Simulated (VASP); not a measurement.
**NaI: single point with r2SCAN**

The system is NaI.

```
Na I
1.0
     0.00000    3.13931    3.18785
     3.13931    0.00000    3.18785
     3.13931    3.13931    0.00000
Na I
1 1
Direct
  0.00000 0.00000 0.00000
  0.50000 0.50000 0.50000
```

This cell differs from its parent crystal: strain -0.030 along x and y, -0.015 along z.

| Item | Value |
| --- | --- |
| Program | VASP 6.6.1 |
| Task | single point |
| Functional | r2SCAN |
| Potentials or basis | VASP PAW PBE potentials, release 64 (Na_pv, I) |
| Cutoff | 520 eV |
| k mesh | 6 × 6 × 6 |
| Occupations | gaussian, width 0.05 eV |
| Spin | no spin polarisation |
| Dipole correction | no |
| Further INCAR settings | ALGO = Normal; EDIFF = 1e-06; NBANDS = 14 |

- Pressure: 1.4 GPa
- Band gap on the k mesh: 4.68 eV

Stress tensor (GPa, compression positive):
```
1.57 0.00 0.00
0.00 1.57 0.00
0.00 0.00 0.97
```

Levels at points of the mesh, in eV from the valence-band top:
```
           k point  band 5  band 6  band 7  band 8  band 9  band 10
(0.00, 0.00, 0.00)   -0.02   -0.02    0.00    4.68    8.38     8.49
(0.50, 0.00, 0.00)   -2.48   -0.38   -0.34    5.71    8.06     8.19
(0.50, 0.50, 0.00)   -2.21   -0.85   -0.85    5.29    5.90    11.18
(0.50, 0.00, 0.50)   -2.21   -0.93   -0.86    5.26    5.85    11.29
```

Run time: 47 s on 1 thread of Intel(R) Xeon(R) 6975P-C (Granite Rapids), with other jobs on the host, peak memory 0.21 GiB.

Caveat: the cell differs from its parent crystal (strain -0.030 along x and y, -0.015 along z); the PAW data sets were made with another functional, which shifts forces and pressure a little; spin-orbit coupling is left out, which moves the levels of the heavy elements.
